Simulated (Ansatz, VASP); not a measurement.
**SnO in VASP and in Ansatz**

```
CELL_PARAMETERS angstrom
3.86844 0.00000 0.00000
0.00000 3.86844 0.00000
0.00000 0.00000 5.06502
ATOMIC_POSITIONS crystal
Sn 0.50000 0.00000 0.22882
Sn 0.00000 0.50000 0.77118
O 0.00000 0.00000 0.00000
O 0.50000 0.50000 0.00000
```

Alike in both runs: functional PBE; k mesh 10 × 10 × 8; occupations gaussian, width 0.02 eV; no spin polarisation.

Ansatz relaxed the structure, and its values are those at the end. VASP's run is a single point on that final structure, the one shown.

|  | VASP | Ansatz |
| --- | --- | --- |
| version | VASP 6.6.1 | Ansatz 0.2.0 |
| potentials or method | VASP PAW PBE potentials, release 64 (Sn_d, O), cutoff 520 eV | scalar-relativistic, plane waves, PAW |
| valence electrons in the cell | 40 | 40 |

Ansatz gave:

- gap on the k mesh at the Fermi level (eV): 0.50
- least direct gap on the mesh (eV): 1.94
- pressure (GPa): 0.0
- rms of the force components (eV/Å): 0.000

Q: What did VASP give for the same quantities?

A: gap on the k mesh at the Fermi level (eV): 0.50; least direct gap on the mesh (eV): 1.91; pressure (GPa): 0.2; rms of the force components (eV/Å): 0.031.
